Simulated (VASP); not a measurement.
# SiGe (P6_3mc) in VASP: a series of runs

SiGe is run at these levels: LDA; tasks: single point.

Everything below comes from runs of VASP 6.6.1. Logs are shortened: lines on timing, memory, paths and dates and some standing lists are left out, and cuts for length are marked.

### 1 The cell of the first run

It takes space group P6_3mc (No. 186, hexagonal). Conventional cell: a = 3.970 Å, b = 3.970 Å, c = 6.561 Å, α = 90.00°, β = 90.00°, γ = 120.00°. Within 3.1 Å of Si (site symmetry 3m) lie 4 Ge at 2.35 to 2.47 Å. Within 3.1 Å of Ge (site symmetry 3m) lie 4 Si at 2.35 to 2.47 Å.

### 2 Single point, LDA

INCAR

```
SYSTEM = SiGe
PREC = Accurate
ENCUT = 520
EDIFF = 1E-6
ISMEAR = 0
SIGMA = 0.03
LREAL = .FALSE.
LASPH = .TRUE.
NELM = 80
ALGO = Normal
ISIF = 2
LWAVE = .FALSE.
LCHARG = .FALSE.
GGA = CA
NBANDS = 26
```

KPOINTS

```
regular mesh
0
G
  12 12 6
  0 0 0
```

POSCAR

```
SiGe
1.0
    3.9700706750      0.0000000000      0.0000000000
   -1.9850353375      3.4381820594      0.0000000000
    0.0000000000      0.0000000000      6.5609628661
Si Ge
2 2
Direct
    0.6666666667      0.3333333333      0.8745031008
    0.3333333333      0.6666666667      0.3745031008
    0.6666666667      0.3333333333      0.5161337307
    0.3333333333      0.6666666667      0.0161337307
```

Potentials or basis: VASP PAW LDA potentials, release 64 (Si, Ge_d).

The run is started by

```console
cat potpaw_LDA.64/Si/POTCAR potpaw_LDA.64/Ge_d/POTCAR > POTCAR
mpirun -np 1 vasp_std > vasp.out
```

OUTCAR:

```text
SYSTEM = SiGe
   PREC = Accurate
   ENCUT = 520
   EDIFF = 1E-6
   ISMEAR = 0
   LREAL = .FALSE.
   LASPH = .TRUE.
   NELM = 80
   ISIF = 2
   GGA = CA

 ion  position               nearest neighbor table
   1  0.667  0.333  0.875-   3 2.35   4 2.47   4 2.47   4 2.47
   2  0.333  0.667  0.375-   4 2.35   3 2.47   3 2.47   3 2.47
   3  0.667  0.333  0.516-   1 2.35   2 2.47   2 2.47   2 2.47
   4  0.333  0.667  0.016-   2 2.35   1 2.47   1 2.47   1 2.47

  LATTYP: Found a hexagonal cell.
 ALAT       =     3.9700706750
 C/A-ratio  =     1.6526060625

  Lattice vectors:

 A1 = (   3.9700706750,   0.0000000000,   0.0000000000)
 A2 = (  -1.9850353375,   3.4381820594,   0.0000000000)
 A3 = (   0.0000000000,   0.0000000000,   6.5609628661)

Analysis of symmetry for initial positions (statically):
=====================================================================
 Subroutine PRICEL returns:
 Original cell was already a primitive cell.

 Routine SETGRP: Setting up the symmetry group for a
 hexagonal supercell.

 Subroutine GETGRP returns: Found 12 space group operations
 (whereof  6 operations were pure point group operations)
 out of a pool of 24 trial point group operations.

The static configuration has the point symmetry C_3v.
 The point group associated with its full space group is C_6v.

Analysis of symmetry for dynamics (positions and initial velocities):
=====================================================================
 Subroutine PRICEL returns:
 Original cell was already a primitive cell.

 Routine SETGRP: Setting up the symmetry group for a
 hexagonal supercell.

 Subroutine GETGRP returns: Found 12 space group operations
 (whereof  6 operations were pure point group operations)
 out of a pool of 24 trial point group operations.

The dynamic configuration has the point symmetry C_3v.
 The point group associated with its full space group is C_6v.

 Subroutine INISYM returns: Found 12 space group operations
 (whereof  6 operations are pure point group operations),
 and found     1 'primitive' translations

----------------------------------------------------------------------------------------

                                     Primitive cell

  volume of cell :      89.5560

  direct lattice vectors                    reciprocal lattice vectors
     3.970070675  0.000000000  0.000000000     0.251884685  0.145425690  0.000000000
    -1.985035338  3.438182059  0.000000000     0.000000000  0.290851381  0.000000000
     0.000000000  0.000000000  6.560962866     0.000000000  0.000000000  0.152416653

  length of vectors
     3.970070675  3.970070675  6.560962866     0.290851381  0.290851381  0.152416653

  position of ions in fractional coordinates (direct lattice)
     0.666666667  0.333333333  0.874503101
     0.333333333  0.666666667  0.374503101
     0.666666667  0.333333333  0.516133731
     0.333333333  0.666666667  0.016133731

  ion indices of the primitive-cell ions
   primitive index   ion index
                 1           1
                 2           2
                 3           3
                 4           4

----------------------------------------------------------------------------------------

 KPOINTS: regular mesh

Automatic generation of k-mesh.
 Grid dimensions read from file:
 generate k-points for:   12   12    6

 Generating k-lattice:

  Cartesian coordinates                     Fractional coordinates (reciprocal lattice)
     0.020990390  0.012118808  0.000000000     0.083333333  0.000000000  0.000000000
     0.000000000  0.024237615  0.000000000     0.000000000  0.083333333  0.000000000
     0.000000000  0.000000000  0.025402775     0.000000000  0.000000000  0.166666667

  Length of vectors
     0.024237615  0.024237615  0.025402775

  Shift w.r.t. Gamma in fractional coordinates (k-lattice)
     0.000000000  0.000000000  0.000000000

 Subroutine IBZKPT returns following result:
 ===========================================

 Found     76 irreducible k-points:

 Following reciprocal coordinates:
            Coordinates               Weight
  0.000000  0.000000  0.000000      1.000000
  0.083333  0.000000  0.000000      6.000000
  0.166667  0.000000  0.000000      6.000000
  0.250000  0.000000  0.000000      6.000000
  0.333333  0.000000  0.000000      6.000000
  0.416667  0.000000  0.000000      6.000000
[... 16 lines left out ...]
  0.250000  0.000000  0.166667     12.000000
  0.333333  0.000000  0.166667     12.000000
 [... further k-points ...]
   k-points           NKPTS =     76   k-points in BZ     NKDIM =     76   number of bands    NBANDS=     26
   number of dos      NEDOS =    301   number of ions     NIONS =      4
   total plane-waves  NPLWV =  45000
   dimension x,y,z NGX =    30 NGY =   30 NGZ =   50
   dimension x,y,z NGXF=    60 NGYF=   60 NGZF=  100
   ions per type =               2   2
   NGX,Y,Z   is equivalent  to a cutoff of  12.56, 12.56, 12.67 a.u.
[... 59 lines left out ...]

 E-fermi :   5.1683     XC(G=0):  -9.7663

 val. band max:        5.0700538858   @ k =   0.0833   0.0000   0.0000
 cond. band min:       5.1894100751   @ k =   0.4167   0.0000   0.3333
 fundamental gap:      0.1193561894
 Fermi energy:         5.1682952385

 k-point     1 :       0.0000    0.0000    0.0000
  band No.  band energies     occupation
      1     -19.7344      2.00000
      2     -19.7338      2.00000
      3     -19.7214      2.00000
      4     -19.7214      2.00000
      5     -19.7184      2.00000
      6     -19.7184      2.00000
[... 18 lines left out ...]
     25       9.3071      0.00000
     26      11.1761      0.00000

 k-point     2 :       0.0833    0.0000    0.0000
  band No.  band energies     occupation
      1     -19.7341      2.00000
      2     -19.7336      2.00000
      3     -19.7215      2.00000
      4     -19.7212      2.00000
      5     -19.7185      2.00000
      6     -19.7181      2.00000
[... 18 lines left out ...]
     25       9.5993      0.00000
     26      10.8122      0.00000

 k-point     3 :       0.1667    0.0000    0.0000
  band No.  band energies     occupation
      1     -19.7334      2.00000
      2     -19.7331      2.00000
      3     -19.7219      2.00000
      4     -19.7206      2.00000
      5     -19.7188      2.00000
      6     -19.7173      2.00000
[... 18 lines left out ...]
     25      10.0753      0.00000
     26      10.3584      0.00000

 k-point     4 :       0.2500    0.0000    0.0000
  band No.  band energies     occupation
      1     -19.7329      2.00000
      2     -19.7322      2.00000
      3     -19.7223      2.00000
      4     -19.7200      2.00000
      5     -19.7190      2.00000
      6     -19.7162      2.00000
[... 18 lines left out ...]
     25      11.1942      0.00000
     26      11.3847      0.00000

 k-point     5 :       0.3333    0.0000    0.0000
  band No.  band energies     occupation
      1     -19.7328      2.00000
      2     -19.7312      2.00000
      3     -19.7228      2.00000
      4     -19.7196      2.00000
      5     -19.7191      2.00000
      6     -19.7153      2.00000
[... 18 lines left out ...]
     25      11.4013      0.00000
     26      12.1150      0.00000

 k-point     6 :       0.4167    0.0000    0.0000
  band No.  band energies     occupation
      1     -19.7328      2.00000
      2     -19.7305      2.00000
      3     -19.7232      2.00000
      4     -19.7193      2.00000
      5     -19.7191      2.00000
      6     -19.7146      2.00000
[... 427 lines left out ...]
 k-point    21 :       0.0833    0.0000    0.1667
  band No.  band energies     occupation
      1     -19.7341      2.00000
      2     -19.7336      2.00000
      3     -19.7213      2.00000
      4     -19.7210      2.00000
      5     -19.7187      2.00000
      6     -19.7183      2.00000
[... 18 lines left out ...]
     25       9.3802      0.00000
     26      11.0800      0.00000

 k-point    22 :       0.1667    0.0000    0.1667
  band No.  band energies     occupation
      1     -19.7334      2.00000
      2     -19.7332      2.00000
      3     -19.7216      2.00000
      4     -19.7204      2.00000
      5     -19.7189      2.00000
      6     -19.7175      2.00000
[... 18 lines left out ...]
     25      10.1220      0.00000
     26      10.4563      0.00000

 k-point    23 :       0.2500    0.0000    0.1667
  band No.  band energies     occupation
      1     -19.7330      2.00000
      2     -19.7324      2.00000
      3     -19.7220      2.00000
      4     -19.7198      2.00000
      5     -19.7192      2.00000
      6     -19.7165      2.00000
[... 18 lines left out ...]
     25      10.9115      0.00000
     26      11.1030      0.00000

 k-point    24 :       0.3333    0.0000    0.1667
  band No.  band energies     occupation
      1     -19.7328      2.00000
      2     -19.7315      2.00000
      3     -19.7224      2.00000
      4     -19.7193      2.00000
      5     -19.7193      2.00000
      6     -19.7155      2.00000
[... 18 lines left out ...]
     25      11.7868      0.00000
     26      12.1079      0.00000

 [... further k-points ...]
[... 5 lines left out ...]
  --------------------------------------------------------------------------------------
  -------------------------------------------------------------------------------------
  Total       -3.7664253     -3.7664253     -1.2373573      0.0000000      0.0000000      0.0000000
  in kB      -67.3822103    -67.3822103    -22.1366050      0.0000000      0.0000000      0.0000000
  external PRESSURE =     -52.3003419 kB  Pullay stress =       0.0000000 kB

 VOLUME and BASIS-vectors are now :
 -----------------------------------------------------------------------------
  energy-cutoff  :      520.00
  volume of cell :       89.56
      direct lattice vectors                 reciprocal lattice vectors
     3.970070675  0.000000000  0.000000000     0.251884685  0.145425690  0.000000000
    -1.985035338  3.438182059  0.000000000     0.000000000  0.290851381  0.000000000
     0.000000000  0.000000000  6.560962866     0.000000000  0.000000000  0.152416653

 POSITION                                       TOTAL-FORCE (eV/Angst)
 -----------------------------------------------------------------------------------
      1.98504      1.14606      5.73758         0.000000      0.000000      1.271481
     -0.00000      2.29212      2.45710        -0.000000     -0.000000      1.271481
      1.98504      1.14606      3.38633        -0.000000      0.000000     -1.271481
     -0.00000      2.29212      0.10585         0.000000      0.000000     -1.271481
 -----------------------------------------------------------------------------------
    total drift:                                0.000000      0.000000      0.000448

  FREE ENERGIE OF THE ION-ELECTRON SYSTEM (eV)
  ---------------------------------------------------
  free  energy   TOTEN  =       -21.9733709868 eV

  energy  without entropy=      -21.9732170017  energy(sigma->0) =      -21.97329399
```

Wall time 80 s (1 thread of AMD EPYC 9R45 (Zen 5), shared host); peak memory 0.24 GiB.

Results:

```
Free energy            : -21.9734 eV
Pressure               : -5.2 GPa
Largest force          : 1.271 eV/Å
Band gap on the k mesh : zero (band 18 reaches 5.22 eV, above the bottom of band 19 at 5.19 eV)
```

Forces on the atoms (eV/Å):
```
Si   0.000  0.000  1.271
Si   0.000  0.000  1.271
Ge   0.000  0.000 -1.271
Ge   0.000  0.000 -1.271
```

Levels at points of the mesh, in eV from the Fermi level:
| k point | band 16 | band 17 | band 18 | band 19 | band 20 | band 21 |
| --- | --- | --- | --- | --- | --- | --- |
| (0.00, 0.00, 0.00) | -1.05 | 0.05 | 0.05 | 0.24 | 0.63 | 1.67 |
| (0.50, 0.00, 0.00) | -3.35 | -3.13 | -1.40 | 0.33 | 1.66 | 2.54 |
| (0.00, 0.00, 0.50) | -1.01 | -1.01 | -1.01 | 1.02 | 1.02 | 2.87 |
| (0.50, 0.00, 0.50) | -2.91 | -2.46 | -2.46 | 0.24 | 0.24 | 1.83 |

Caveat: forces of over 1 eV/Å act on the atoms, so gaps and moduli don't describe the material at rest.

### 3 Single point, LDA

This run uses another cell than the first one, of 20.18 Å³/atom, 0.901 times its volume.

INCAR

```
SYSTEM = SiGe
ALGO = Normal
EDIFF = 1E-6
ENCUT = 520
ISIF = 2
ISMEAR = 0
LASPH = .TRUE.
LCHARG = .FALSE.
LREAL = .FALSE.
LWAVE = .FALSE.
NBANDS = 26
NELM = 80
PREC = Accurate
SIGMA = 0.03
```

KPOINTS

```
k-points
0
G
  12 12 6
  0 0 0
```

POSCAR

```
SiGe
1.0
    3.8347660222      0.0000000000      0.0000000000
   -1.9173830111      3.3210047928      0.0000000000
    0.0000000000      0.0000000000      6.3373575767
Si Ge
2 2
Direct
    0.6666666667      0.3333333333      0.8745031008
    0.3333333333      0.6666666667      0.3745031008
    0.6666666667      0.3333333333      0.5161337307
    0.3333333333      0.6666666667      0.0161337307
```

Potentials or basis: VASP PAW LDA potentials, release 64 (Si, Ge_d).

The run is started by

```console
cat potpaw_LDA.64/Si/POTCAR potpaw_LDA.64/Ge_d/POTCAR > POTCAR
mpirun -np 1 vasp_std > vasp.out
```

Run time: 1.8 min. Hardware: 1 thread of AMD EPYC 7R43 (Zen 3), shared host; peak memory 0.22 GiB.

The run converged. Its results:

- Free energy: -22.0609 eV
- Pressure: 2.8 GPa
- Largest force: 1.479 eV/Å
- Band gap on the k mesh: zero (band 18 reaches 6.30 eV, above the bottom of band 19 at 6.29 eV)

Forces on the atoms (eV/Å):
```
Si   0.000  0.000  1.479
Si   0.000  0.000  1.479
Ge   0.000  0.000 -1.479
Ge   0.000  0.000 -1.479
```

Stress tensor (GPa, compression positive):
```
0.17 0.00 0.00
0.00 0.17 0.00
0.00 0.00 7.93
```

Levels at points of the mesh, in eV from the Fermi level:
```
           k point  band 14  band 15  band 16  band 17  band 18  band 19  band 20  band 21  band 22  band 23
(0.00, 0.00, 0.00)    -1.84    -1.84    -1.14     0.03     0.03     0.47     1.59     1.61     1.61     2.82
(0.50, 0.00, 0.00)    -6.60    -5.51    -3.77    -3.51    -1.58     0.14     1.89     2.49     2.61     4.40
(0.00, 0.00, 0.50)    -5.27    -1.16    -1.16    -1.16    -1.16     1.30     1.30     2.88     2.88     2.88
(0.50, 0.00, 0.50)    -7.98    -3.19    -3.19    -2.77    -2.77     0.26     0.26     1.65     1.65     5.34
```

Caveat: forces of over 1 eV/Å act on the atoms, so gaps and moduli don't describe the material at rest.

### 4 Single point, LDA

This run uses another cell than the first one, of 20.73 Å³/atom, 0.926 times its volume.

INCAR

```
SYSTEM = SiGe
  PREC = Accurate
  ENCUT = 520
  EDIFF = 1E-6
  ISMEAR = 0
  SIGMA = 0.03
  LREAL = .False.
  LASPH = .True.
  NELM = 100
  ALGO = Normal
  ISIF = 2
  LWAVE = .False.
  LCHARG = .True.
  LELF = .True.
  LVHAR = .True.
  NBANDS = 26
```

KPOINTS

```
Automatic mesh
0
Gamma
  12 12 6
  0 0 0
```

POSCAR

```
SiGe
1.0
    3.8694935620      0.0000000000      0.0000000000
   -1.9347467810      3.3510797245      0.0000000000
    0.0000000000      0.0000000000      6.3947485195
Si Ge
2 2
Direct
    0.6666666667      0.3333333333      0.8745031008
    0.3333333333      0.6666666667      0.3745031008
    0.6666666667      0.3333333333      0.5239526465
    0.3333333333      0.6666666667      0.0239526465
```

The run is started by

```console
cat potpaw_LDA.64/Si/POTCAR potpaw_LDA.64/Ge_d/POTCAR > POTCAR
mpirun -np 1 vasp_std > vasp.out
```

It took 1.9 min on 1 thread of AMD EPYC 7R43 (Zen 3), shared host; peak memory 0.22 GiB.

Results (log left out):

```yaml
Free_energy: -21.8988 eV
Pressure: 0.7 GPa
Largest_force: 2.254 eV/Å
Band_gap_on_the_k_mesh: zero (band 18 reaches 6.16 eV, above the bottom of band 19 at 5.93 eV)
```

Forces on the atoms (eV/Å):
```
Si   0.000  0.000  2.254
Si   0.000  0.000  2.254
Ge   0.000  0.000 -2.254
Ge   0.000  0.000 -2.254
```

Stress tensor (GPa, compression positive):
```
-2.94  0.00  0.00
 0.00 -2.94  0.00
 0.00  0.00  8.06
```

Levels at points of the mesh, in eV from the Fermi level:
```
           k point  band 15  band 16  band 17  band 18  band 19  band 20  band 21  band 22
(0.00, 0.00, 0.00)    -1.73    -1.34     0.22     0.22     0.55     1.37     1.57     1.57
(0.50, 0.00, 0.00)    -5.42    -3.77    -3.34    -1.36     0.29     1.90     2.34     2.43
(0.00, 0.00, 0.50)    -1.04    -1.04    -1.04    -1.04     1.38     1.38     2.94     2.94
(0.50, 0.00, 0.50)    -3.17    -3.17    -2.60    -2.60     0.23     0.23     1.82     1.82
```

Caveat: forces of over 1 eV/Å act on the atoms, so gaps and moduli don't describe the material at rest.

### 5 Single point, LDA

This run uses another cell than the first one, of 20.73 Å³/atom, 0.926 times its volume.

INCAR

```
ALGO = Normal
EDIFF = 1E-6
ENCUT = 520
GGA = CA
ISIF = 2
ISMEAR = 0
LASPH = True
LCHARG = True
LELF = True
LREAL = False
LVHAR = True
LWAVE = False
NBANDS = 26
NELM = 100
PREC = Accurate
SIGMA = 0.03
```

KPOINTS

```
k-points
0
Gamma
  12 12 6
```

Changes to POSCAR since step 4:

```diff
@@ -10,3 +10,3 @@
     0.3333333333      0.6666666667      0.3745031008
-    0.6666666667      0.3333333333      0.5239526465
-    0.3333333333      0.6666666667      0.0239526465
+    0.6666666667      0.3333333333      0.4770391519
+    0.3333333333      0.6666666667     -0.0229608481
```

The run is started by

```console
cat potpaw_LDA.64/Si/POTCAR potpaw_LDA.64/Ge_d/POTCAR > POTCAR
mpirun -np 1 vasp_std > vasp.out
```

Run time: 2.3 min. Hardware: 1 thread of AMD EPYC 7R43 (Zen 3), shared host; peak memory 0.22 GiB.

The run converged. Its results:

```yaml
Free_energy: -21.9808 eV
Pressure: 0.9 GPa
Largest_force: 1.425 eV/Å
Band_gap_on_the_k_mesh: zero (band 18 reaches 6.05 eV, above the bottom of band 19 at 5.84 eV)
```

Forces in eV/Å, atoms in the order of the input:
```
Si   0.000  0.000 -1.425
Si   0.000  0.000 -1.425
Ge   0.000  0.000  1.425
Ge   0.000  0.000  1.425
```

Stress tensor (GPa, compression positive):
```
 3.44  0.00  0.00
 0.00  3.44  0.00
 0.00  0.00 -4.21
```

Levels at points of the mesh, in eV from the Fermi level:
```csv
k point,band 15,band 16,band 17,band 18,band 19,band 20,band 21,band 22
"(0.00, 0.00, 0.00)",-1.96,-0.60,-0.60,-0.06,0.31,1.30,1.98,1.98
"(0.50, 0.00, 0.00)",-4.71,-3.59,-2.88,-2.14,-0.08,1.65,3.53,3.67
"(0.00, 0.00, 0.50)",-1.40,-1.40,-1.40,-1.40,0.72,0.72,2.82,2.82
"(0.50, 0.00, 0.50)",-2.99,-2.99,-2.50,-2.50,0.49,0.49,1.27,1.27
```

Caveat: forces of over 1 eV/Å act on the atoms, so gaps and moduli don't describe the material at rest.

### 6 The runs side by side

| cell | gap on the mesh (eV) | pressure (GPa) | largest force (eV/Å) |
| --- | --- | --- | --- |
| a = 3.970, b = 3.970, c = 6.561 Å, angles 90.0, 90.0, 120.0°, 4 atoms | none | -5.2 | 1.27 |
| a = 3.835, b = 3.835, c = 6.337 Å, angles 90.0, 90.0, 120.0°, 4 atoms | none | 2.8 | 1.48 |
| a = 3.869, b = 3.869, c = 6.395 Å, angles 90.0, 90.0, 120.0°, 4 atoms | none | 0.9 | 1.42 |

Some of these runs hold the atoms at other places in the same cell, which the table doesn't show; runs alike in all that it shows share one row.

Alike in all rows: task single point; level LDA; potentials or basis VASP PAW LDA potentials, release 64 (Si, Ge_d); no spin polarisation; k mesh 12 × 12 × 6; cutoff (eV) 520; smearing gaussian 0.03 eV.

Caveats: forces of over 1 eV/Å act on the atoms, so gaps and moduli don't describe the material at rest.

Total energies depend on the potentials used, so only differences within one code and one set of settings carry meaning.
